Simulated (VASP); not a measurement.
# Ca2PF6 (P-3m1) in VASP: single point with PBE

Aim: the single point of Ca2PF6 with PBE.

Program: VASP 6.6.1. These are calculated values, not measurements. Logs are shortened: lines on timing, memory, paths and dates and some standing lists are left out, and cuts for length are marked.

### Step 1. The cell of the first run

It takes space group P-3m1 (No. 164, trigonal). The conventional cell has a = 5.818 Å, b = 5.818 Å, c = 4.571 Å, α = 90.00°, β = 90.00°, γ = 120.00°. Within 2.2 Å of P (site symmetry -3m) lie 6 F at 1.65 Å. Within 2.4 Å of F (site symmetry m) lie 1 P at 1.65 Å and 4 F at 2.29 to 2.37 Å. Ca (site symmetry 3m) has 12 F at 2.97 to 3.06 Å and 3 P at 3.65 Å and 3 Ca at 3.78 Å within 3.9 Å.

### Step 2. Single point, PBE

The input, INCAR:

```
SYSTEM = Ca2PF6
PREC     = Accurate       ! precision mode
ENCUT    = 1350           ! plane-wave cutoff, eV
EDIFF    = 1E-6           ! SCF threshold, eV
ISMEAR   = -1             ! smearing method
SIGMA    = 0.0329         ! smearing width, eV
LREAL    = .FALSE.        ! projectors in reciprocal space
LASPH    = .TRUE.         ! aspherical terms in the spheres
NELM     = 120            ! most SCF steps
ALGO     = Normal         ! electronic algorithm
ISIF     = 2              ! what is computed and relaxed
LWAVE    = .FALSE.        ! write WAVECAR
LCHARG   = .TRUE.         ! write CHGCAR
GGA      = PE             ! functional
LELF     = .TRUE.         ! ELF
LVHAR    = .TRUE.       
NBANDS   = 44             ! bands
GGA_COMPAT= .FALSE.
```

The input, KPOINTS:

```
regular mesh
0
G
  4 4 4
  0 0 0
```

The input, POSCAR:

```
Ca2PF6
1.0
    2.9091390000      5.0387720000      0.0000000000
   -2.9091390000      5.0387720000      0.0000000000
    0.0000000000      0.0000000000      4.5710470000
P F Ca
1 6 2
Direct
    0.0000000000      0.0000000000      0.0000000000
    0.1360000000      0.7280000000      0.2000000000
    0.1360000000      0.1360000000      0.2000000000
    0.7280000000      0.1360000000      0.2000000000
    0.8640000000      0.2720000000      0.8000000000
    0.2720000000      0.8640000000      0.8000000000
    0.8640000000      0.8640000000      0.8000000000
    0.3333300000      0.3333400000      0.6900000000
    0.6666700000      0.6666600000      0.3100000000
```

Potentials or basis: VASP PAW PBE potentials, release 64 (P, F_h, Ca_sv).

Run with:

```sh
> cat potpaw_PBE.64/P/POTCAR potpaw_PBE.64/F_h/POTCAR potpaw_PBE.64/Ca_sv/POTCAR > POTCAR
> mpirun -np 1 vasp_std > vasp.out
```

OUTCAR:

```text
SYSTEM = Ca2PF6
   PREC = Accurate
   ENCUT = 1350
   EDIFF = 1E-6
   ISMEAR = -1
   LREAL = .FALSE.
   LASPH = .TRUE.
   NELM = 120
   ISIF = 2
   GGA = PE

 ion  position               nearest neighbor table
   1  0.000  0.000  0.000-   3 1.65   7 1.65   4 1.65   5 1.65   6 1.65   2 1.65
   2  0.136  0.728  0.200-   1 1.65
   3  0.136  0.136  0.200-   1 1.65
   4  0.728  0.136  0.200-   1 1.65
   5  0.864  0.272  0.800-   1 1.65
   6  0.272  0.864  0.800-   1 1.65
   7  0.864  0.864  0.800-   1 1.65
   8  0.333  0.333  0.690-
   9  0.667  0.667  0.310-

  LATTYP: Found a hexagonal cell.
 ALAT       =     5.8182740559
 C/A-ratio  =     0.7856362482

  Lattice vectors:

 A1 = (   2.9091390000,  -5.0387720000,   0.0000000000)
 A2 = (   2.9091390000,   5.0387720000,   0.0000000000)
 A3 = (   0.0000000000,   0.0000000000,   4.5710470000)

Analysis of symmetry for initial positions (statically):
=====================================================================
 Subroutine PRICEL returns:
 Original cell was already a primitive cell.

 Routine SETGRP: Setting up the symmetry group for a
 hexagonal supercell.

 Subroutine GETGRP returns: Found  4 space group operations
 (whereof  4 operations were pure point group operations)
 out of a pool of 24 trial point group operations.

The static configuration has the point symmetry C_2h.

Analysis of symmetry for dynamics (positions and initial velocities):
=====================================================================
 Subroutine PRICEL returns:
 Original cell was already a primitive cell.

 Routine SETGRP: Setting up the symmetry group for a
 hexagonal supercell.

 Subroutine GETGRP returns: Found  4 space group operations
 (whereof  4 operations were pure point group operations)
 out of a pool of 24 trial point group operations.

The dynamic configuration has the point symmetry C_2h.

 Subroutine INISYM returns: Found  4 space group operations
 (whereof  4 operations are pure point group operations),
 and found     1 'primitive' translations

----------------------------------------------------------------------------------------

                                     Primitive cell

  volume of cell :     134.0093

  direct lattice vectors                    reciprocal lattice vectors
     2.909139000  5.038772000  0.000000000     0.171872159  0.099230527  0.000000000
    -2.909139000  5.038772000  0.000000000    -0.171872159  0.099230527  0.000000000
     0.000000000  0.000000000  4.571047000     0.000000000  0.000000000  0.218768260

  length of vectors
     5.818274056  5.818274056  4.571047000     0.198460919  0.198460919  0.218768260

  position of ions in fractional coordinates (direct lattice)
     0.000000000  0.000000000  0.000000000
     0.136000000  0.728000000  0.200000000
     0.136000000  0.136000000  0.200000000
     0.728000000  0.136000000  0.200000000
     0.864000000  0.272000000  0.800000000
     0.272000000  0.864000000  0.800000000
     0.864000000  0.864000000  0.800000000
     0.333330000  0.333340000  0.690000000
     0.666670000  0.666660000  0.310000000

  ion indices of the primitive-cell ions
   primitive index   ion index
                 1           1
                 2           2
                 3           3
                 4           4
                 5           5
                 6           6
                 7           7
                 8           8
                 9           9

----------------------------------------------------------------------------------------

 KPOINTS: regular mesh

Automatic generation of k-mesh.
 Grid dimensions read from file:
 generate k-points for:    4    4    4

 Generating k-lattice:

  Cartesian coordinates                     Fractional coordinates (reciprocal lattice)
     0.042968040  0.024807632  0.000000000     0.250000000  0.000000000  0.000000000
    -0.042968040  0.024807632  0.000000000     0.000000000  0.250000000  0.000000000
     0.000000000  0.000000000  0.054692065     0.000000000  0.000000000  0.250000000

  Length of vectors
     0.049615230  0.049615230  0.054692065

  Shift w.r.t. Gamma in fractional coordinates (k-lattice)
     0.000000000  0.000000000  0.000000000

 Subroutine IBZKPT returns following result:
 ===========================================

 Found     24 irreducible k-points:

 Following reciprocal coordinates:
            Coordinates               Weight
  0.000000  0.000000  0.000000      1.000000
  0.250000  0.000000  0.000000      4.000000
  0.000000  0.250000  0.000000      2.000000
  0.500000  0.000000  0.000000      2.000000
  0.000000  0.500000  0.000000      1.000000
  0.500000  0.250000  0.000000      2.000000
[... 16 lines left out ...]
  0.500000  0.250000  0.500000      2.000000
  0.250000  0.500000  0.500000      4.000000
   k-points           NKPTS =     24   k-points in BZ     NKDIM =     24   number of bands    NBANDS=     44
   number of dos      NEDOS =    301   number of ions     NIONS =      9
   total plane-waves  NPLWV = 274400
   dimension x,y,z NGX =    70 NGY =   70 NGZ =   56
   dimension x,y,z NGXF=   140 NGYF=  140 NGZF=  112
   ions per type =               1   6   2
   NGX,Y,Z   is equivalent  to a cutoff of  20.00, 20.00, 20.37 a.u.
   NGXF,Y,Z  is equivalent  to a cutoff of  40.00, 40.00, 40.73 a.u.
 SYSTEM =  Ca2PF6
   PREC   = accura    normal or accurate (medium, high low for compatibility)
   ISTART =      0    job   : 0-new  1-cont  2-samecut
   ICHARG =      2    charge: 1-file 2-atom 10-const
   ISPIN  =      1    spin polarized calculation?
   LNONCOLLINEAR =      F non collinear calculations
   LSORBIT =      F    spin-orbit coupling
   LASPH  =      T    aspherical Exc in radial PAW
   ENCUT  = 1350.0 eV  99.22 Ry    9.96 a.u.  17.43 17.43 13.69*2*pi/ulx,y,z
   NELM   =    120;   NELMIN=  2; NELMDL= -5     # of ELM steps
   EDIFF  = 0.1E-05   stopping-criterion for ELM
   LREAL  =      F    real-space projection
   EDIFFG = 0.1E-04   stopping-criterion for IOM
   NSW    =      0    number of steps for IOM
   IBRION =     -1    ionic relax: 0-MD 1-quasi-New 2-CG
   NFREE  =      0    steps in history (QN), initial steepest desc. (CG)
   ISIF   =      2    stress and relaxation
   ISYM   =      2    0-nonsym 1-usesym 2-fastsym
   POTIM  = 0.5000    time-step for ionic-motion
   TEBEG  =    0.0;   TEEND  =   0.0 temperature during run
   PSTRESS=    0.0 pullay stress
   NELECT =      67.0000    total number of electrons
   NUPDOWN=      -1.0000    fix difference up-down
   EMIN   =  10.00;   EMAX   =-10.00  energy-range for DOS
   EFERMI =   0.00;   METHOD = LEGACY
   ISMEAR =    -1;   SIGMA  =   0.03  broadening in eV -4-tet -1-fermi 0-gaus
   EFERMI_NEDOS =   21; number of points for ismear=-14 and -15
   IALGO  =     38    algorithm
   IMIX   =      4    mixing-type and parameters
     AMIX     =   0.40;   BMIX     =  1.00
     AMIX_MAG =   1.60;   BMIX_MAG =  1.00
  volume/ion in A,a.u.               =      14.89       100.48
  Fermi-wavevector in a.u.,A,eV,Ry     =   1.299336  2.455389 22.970364  1.688274
  Thomas-Fermi vector in A             =   2.430606
   LORBIT       =      0    0 simple, 1 ext, 2 COOP (PROOUT), +10 PAW based schemes
   GGA     = PE    functional components
   LHFCALC =     F    Hartree Fock is set to
   AEXX    =    0.0000 exact exchange contribution
   IVDW    =     0    specifies the selected vdW correction
   LEPSILON=     F    determine dielectric tensor
   LRPA    =     F    only Hartree local field effects (RPA)
 non-spin polarized calculation
  energy-cutoff  :     1350.00
  volume of cell :      134.01
 maximum number of plane-waves:     15172
 NGX is ok and might be reduce to    70
   NGX = 35   NGY = 35   NGZ = 27

 number of electron      67.0000004 magnetization

 Free energy of the ion-electron system (eV)
  ---------------------------------------------------
  ext. energy  EPLUGINS =         0.00000000
  ---------------------------------------------------
  free energy    TOTEN  =       -37.63352477 eV

  energy without entropy =      -37.61122454  energy(sigma->0) =      -37.62237466

 E-fermi :   6.4651     XC(G=0):  -9.3248

 val. band max:        6.4564352315   @ k =   0.2500   0.0000   0.0000
 cond. band min:       6.4755872626   @ k =   0.2500   0.5000   0.5000
 fundamental gap:      0.0191520311
 Fermi energy:         6.4651483209

 k-point     1 :       0.0000    0.0000    0.0000
  band No.  band energies     occupation
      1     -37.2436      2.00000
      2     -37.2313      2.00000
      3     -24.6128      2.00000
      4     -22.7916      2.00000
      5     -22.7916      2.00000
      6     -22.4937      2.00000
[... 36 lines left out ...]
     43       8.5546      0.00000
     44       8.5547      0.00000

 k-point     2 :       0.2500    0.0000    0.0000
  band No.  band energies     occupation
      1     -37.2420      2.00000
      2     -37.2329      2.00000
      3     -24.6102      2.00000
      4     -22.8010      2.00000
      5     -22.7951      2.00000
      6     -22.4876      2.00000
[... 36 lines left out ...]
     43       8.5826      0.00000
     44       8.6499      0.00000

 k-point     3 :       0.0000    0.2500    0.0000
  band No.  band energies     occupation
      1     -37.2420      2.00000
      2     -37.2329      2.00000
      3     -24.6102      2.00000
      4     -22.8010      2.00000
      5     -22.7951      2.00000
      6     -22.4876      2.00000
[... 36 lines left out ...]
     43       8.5826      0.00000
     44       8.6499      0.00000

 k-point     4 :       0.5000    0.0000    0.0000
  band No.  band energies     occupation
      1     -37.2394      2.00000
      2     -37.2354      2.00000
      3     -24.6076      2.00000
      4     -22.8104      2.00000
      5     -22.7986      2.00000
      6     -22.4812      2.00000
[... 882 lines left out ...]
     43       8.6040      0.00000
     44       8.6391      0.00000

 k-point    23 :       0.5000    0.2500    0.5000
  band No.  band energies     occupation
      1     -37.2384      2.00000
      2     -37.2353      2.00000
      3     -24.5486      2.00000
      4     -22.7750      2.00000
      5     -22.7647      2.00000
      6     -22.5745      2.00000
[... 36 lines left out ...]
     43       8.4399      0.00000
     44       8.8714      0.00000

 k-point    24 :       0.2500    0.5000    0.5000
  band No.  band energies     occupation
      1     -37.2384      2.00000
      2     -37.2353      2.00000
      3     -24.5486      2.00000
      4     -22.7750      2.00000
      5     -22.7647      2.00000
      6     -22.5746      2.00000
[... 36 lines left out ...]
     43       8.4397      0.00000
     44       8.8898      0.00000

------------------------ aborting loop because EDIFF is reached ----------------------------------------

  FORCE on cell =-STRESS in cart. coord.  units (eV):
  Direction    XX          YY          ZZ          XY          YZ          ZX
  --------------------------------------------------------------------------------------
  -------------------------------------------------------------------------------------
  Total        9.6265506      9.6265788      9.5917793      0.0000395      0.0000024     -0.0000042
  in kB      115.0923399    115.0926769    114.6766239      0.0004720      0.0000286     -0.0000497
  external PRESSURE =     114.9538802 kB  Pullay stress =       0.0000000 kB

 VOLUME and BASIS-vectors are now :
 -----------------------------------------------------------------------------
  energy-cutoff  :     1350.00
  volume of cell :      134.01
      direct lattice vectors                 reciprocal lattice vectors
     2.909139000  5.038772000  0.000000000     0.171872159  0.099230527  0.000000000
    -2.909139000  5.038772000  0.000000000    -0.171872159  0.099230527  0.000000000
     0.000000000  0.000000000  4.571047000     0.000000000  0.000000000  0.218768260

 POSITION                                       TOTAL-FORCE (eV/Angst)
 -----------------------------------------------------------------------------------
      0.00000      0.00000      0.00000        -0.000000      0.000000      0.000000
     -1.72221      4.35350      0.91421         0.510177     -0.294551      0.834285
      0.00000      1.37055      0.91421        -0.000011      0.589116      0.834326
      1.72221      4.35350      0.91421        -0.510195     -0.294548      0.834326
      1.72221      5.72404      3.65684        -0.510177      0.294551     -0.834285
     -1.72221      5.72404      3.65684         0.510195      0.294548     -0.834326
      0.00000      8.70700      3.65684         0.000011     -0.589116     -0.834326
     -0.00003      3.35920      3.15402         0.000014     -0.000008      0.264845
      0.00003      6.71835      1.41702        -0.000014      0.000008     -0.264845
 -----------------------------------------------------------------------------------
    total drift:                                0.000000      0.000000      0.000000

  FREE ENERGIE OF THE ION-ELECTRON SYSTEM (eV)
  ---------------------------------------------------
  free  energy   TOTEN  =       -37.6335247728 eV

  energy  without entropy=      -37.6112245446  energy(sigma->0) =      -37.62237466
```

It took 7.5 min on 1 thread of Intel Xeon Platinum 8488C (Sapphire Rapids), shared host; peak memory 0.86 GiB.

Results:

```yaml
Free_energy: -37.6335 eV
Pressure: 11.5 GPa
Largest_force: 1.021 eV/Å
Band_gap_on_the_k_mesh: zero (an odd number of electrons rules out a gap without spin polarisation)
```

Forces in eV/Å, atoms in the order of the input:
```
P    0.000  0.000  0.000
F    0.510 -0.295  0.834
F    0.000  0.589  0.834
F   -0.510 -0.295  0.834
F   -0.510  0.295 -0.834
F    0.510  0.295 -0.834
F    0.000 -0.589 -0.834
Ca   0.000  0.000  0.265
Ca   0.000  0.000 -0.265
```

Levels at points of the mesh, in eV from the Fermi level:
```tsv
k point	band 32	band 33	band 34	band 35	band 36	band 37
(0.00, 0.00, 0.00)	-8.10	-2.68	0.09	0.39	0.39	1.11
(0.50, 0.00, 0.00)	-8.10	-0.86	-0.70	0.48	0.52	0.88
(0.00, 0.50, 0.00)	-8.10	-0.86	-0.70	0.48	0.52	0.88
(0.00, 0.00, 0.50)	-8.08	-0.53	-0.47	0.12	0.12	0.52
(0.50, 0.00, 0.50)	-8.09	-0.10	0.16	0.36	0.45	0.71
(0.00, 0.50, 0.50)	-8.09	-0.10	0.16	0.36	0.45	0.71
```

Caveat: the cell stands under pressure; an odd number of electrons without spin polarisation forces a metal; a magnetic or distorted state may lie lower.
